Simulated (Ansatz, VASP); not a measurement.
# One calculation of KBr, two programs

```
K Br
1.0
     0.00000    3.30225    3.30225
     3.30225    0.00000    3.30225
     3.30225    3.30225    0.00000
K Br
1 1
Direct
  0.00000 0.00000 0.00000
  0.50000 0.50000 0.50000
```

Alike in both runs: task single point; functional PBE; k mesh 4 × 4 × 4; no spin polarisation.

|  | VASP | Ansatz |
| --- | --- | --- |
| version | VASP 6.6.1 | Ansatz 0.2.0 |
| potentials or method | VASP PAW PBE potentials, release 64 (K_sv, Br) | plane waves |
| plane-wave cutoff (eV) | 500 | 420 |
| occupations | gaussian, width 0.01 eV | fixed |
| valence electrons in the cell | 16 | 16 |

|  | VASP | Ansatz | Ansatz less VASP |
| --- | --- | --- | --- |
| gap on the k mesh at the Fermi level (eV) | 4.43 | 4.43 | +0.002 |
| pressure (GPa) | 0.7 | 0.7 | -0.03 |
